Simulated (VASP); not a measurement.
Wanted: the native input for a VASP 6.6.1 run.

* Task: single point
* Functional: PBEsol
* Potentials or basis: VASP PAW PBE potentials, release 64 (P)
* Cutoff: 520 eV
* k mesh: 18 × 18 × 18
* Occupations: gaussian, width 0.1 eV
* Spin: no spin polarisation
* Dipole correction: no
* Further INCAR settings: ALGO = Normal; EDIFF = 1e-07; NBANDS = 8

The structure of P lies in POSCAR:

```
P
1.0
    2.4397748169      0.0000000000      0.0000000000
    0.0000000000      2.4397748169      0.0000000000
    0.0000000000      0.0000000000      2.3489643398
P
1
Direct
    0.0000000000      0.0000000000      0.0000000000
```

This cell differs from its parent crystal: uniaxial strain along c: -3.0 %.

These files were run (other wordings do the same):

INCAR

```
SYSTEM = P
ALGO = Normal
EDIFF = 1E-7
ENCUT = 520
GGA = PS
ISIF = 2
ISMEAR = 0
LASPH = .True.
LCHARG = .False.
LREAL = .False.
LWAVE = .False.
NBANDS = 8
NELM = 80
PREC = Accurate
SIGMA = 0.1
```

KPOINTS

```
k-points
0
Gamma
  18 18 18
  0 0 0
```

Potentials or basis: VASP PAW PBE potentials, release 64 (P).

Launch:

```bash
$ cat potpaw_PBE.64/P/POTCAR > POTCAR
$ mpirun -np 1 vasp_std > vasp.out
```

Results of the run:

| Quantity | Value |
| --- | --- |
| Pressure | 2.3 GPa |
| Band gap on the k mesh | zero (an odd number of electrons rules out a gap without spin polarisation) |

Caveat: the cell differs from its parent crystal (uniaxial strain along c: -3.0 %); the stress differs along the axes, from -0 to 7 GPa; the PAW data sets were made with another functional, which shifts forces and pressure a little; an odd number of electrons without spin polarisation forces a metal; a magnetic or distorted state may lie lower.

Wall time 25 s on 1 thread of Intel(R) Xeon(R) Platinum 8259CL CPU @ 2.50GHz (Skylake/Cascade Lake), on a shared host, peak memory 0.15 GiB.
